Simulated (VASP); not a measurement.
Write the native input for VASP 6.6.1 that does the following.

- Task: single point
- Functional: PBE
- Potentials or basis: VASP PAW PBE potentials, release 64 (Si, Mo_sv)
- Cutoff: 520 eV
- k mesh: 1 × 1 × 1, shifted
- Occupations: fermi-dirac, width 0.05 eV
- Spin: no spin polarisation
- Dipole correction: no
- Further INCAR settings: LREAL = Auto; ALGO = Normal; EDIFF = 1e-06; NBANDS = 111; ISYM = 0

The structure of Si5Mo3 lies in POSCAR:

```
Si5Mo3
1.0
    7.4574090000      0.0809830000      0.1775480000
    0.0809830000      6.8034930000      0.1053960000
    0.1775480000      0.1053960000      7.5398230000
Si Mo
15 9
Direct
    0.9370192060      0.0178032744      0.8814843160
    0.5470289901      0.1200623670      0.3839754599
    0.8313435865      0.5038201102      0.5420956148
    0.4885114217      0.2616896088      0.7251172522
    0.3500062562      0.8176297607      0.4293435248
    0.1067208736      0.2787859896      0.0160906953
    0.1656361427      0.8695124459      0.1298004609
    0.6644699471      0.8369997943      0.5079982991
    0.2987872546      0.7560761343      0.8007858434
    0.1825735879      0.1325047500      0.6546311437
    0.7296117059      0.4547402529      0.8772887768
    0.5912824580      0.6946016741      0.1467374956
    0.0725268424      0.5204511616      0.2843060817
    0.4871319125      0.0724268265      0.0556680449
    0.4432522419      0.4563623997      0.3635025225
    0.7851890315      0.1615798030      0.5950223756
    0.8190814086      0.9502779887      0.2052040526
    0.6399201657      0.8389833223      0.8474058301
    0.0241096458      0.6406142726      0.9531937552
    0.4088930412      0.4370921551      1.0051159150
    0.7652914523      0.3732974143      0.2244682639
    0.2171272656      0.1683149414      0.2980744729
    0.1929216452      0.5004412011      0.5994669433
    1.0157620822      0.8255362474      0.5596081308
```

The input as run:

INCAR

```
SYSTEM = Si5Mo3
ALGO = Normal ; EDIFF = 1E-6
ENCUT = 520 ; GGA = PE
ISIF = 2 ; ISMEAR = -1
ISYM = 0 ; LASPH = .TRUE.
LCHARG = .FALSE. ; LREAL = Auto
LWAVE = .FALSE. ; NBANDS = 111
NELM = 80 ; PREC = Accurate
SIGMA = 0.05
```

KPOINTS

```
Automatic mesh
0
Gamma
  1 1 1
  0.25 0.25 0.25
```

Potentials or basis: VASP PAW PBE potentials, release 64 (Si, Mo_sv).

The run is started by

```bash
$ cat potpaw_PBE.64/Si/POTCAR potpaw_PBE.64/Mo_sv/POTCAR > POTCAR
$ mpirun -np 1 vasp_std > vasp.out
```

It gave:

| Property | Result |
| --- | --- |
| Pressure | -6.2 GPa |
| Largest force | 1.659 eV/Å |

Caveat: the k points lie up to 0.92 Å⁻¹ apart, too coarse for converged energies, forces and pressures; the atoms stand as in a frame of molecular dynamics.

Wall time 2.7 min on 1 thread of Intel(R) Xeon(R) Platinum 8375C CPU @ 2.90GHz (Ice Lake), on a shared host, peak memory 0.39 GiB.
